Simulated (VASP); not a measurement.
Runs of VASP 6.6.1 on RbW2. The structure is that of space group P6/mmm (No. 191), or close to it. The cells are those of the table. 

| task | cell | k mesh | cutoff (eV) | gap on the mesh (eV) | pressure (GPa) | relaxed volume (Å³/atom) |
| --- | --- | --- | --- | --- | --- | --- |
| single point | a = 4.200, b = 4.200, c = 6.244 Å, angles 90.0, 90.0, 120.0°, 3 atoms | 12 × 12 × 8 | 520 | none | 0.4 | - |
| single point | a = 4.185, b = 4.185, c = 4.518 Å, angles 90.0, 90.0, 120.0°, 3 atoms | 6 × 6 × 4 | 520 | none | 15.1 | - |
| single point | a = 4.201, b = 4.201, c = 6.199 Å, angles 90.0, 90.0, 120.0°, 3 atoms | 6 × 6 × 4 | 520 | none | 0.4 | - |
| relaxation of cell and atoms | relaxed from a = 4.201, b = 4.201, c = 6.199 Å, angles 90.0, 90.0, 120.0°, 3 atoms | 12 × 12 × 8 | 600 | none | 0.0 | (a) |
| relaxation of cell and atoms | relaxed from a = 4.185, b = 4.185, c = 4.518 Å, angles 90.0, 90.0, 120.0°, 3 atoms | 6 × 6 × 4 | 600 | none | 0.0 | 31.72 |

Alike in all rows: level PBE; potentials or basis VASP PAW PBE potentials, release 64 (Rb_sv, W_sv); no spin polarisation; smearing gaussian 0.1 eV.

Question: Fill in the values left out.

Answer: (a) 31.93.

Caveats: spin-orbit coupling is left out, which moves the levels of the heavy elements; the stress differs along the axes, from 13 to 19 GPa (at least some runs); the volume moved by over 15 % at a fixed basis, so the end points are rough (at least some runs).

A k mesh can miss the band edges, and the runs leave out spin-orbit coupling on Rb, W.

A gap of «none» marks levels without a gap at the run's occupations.
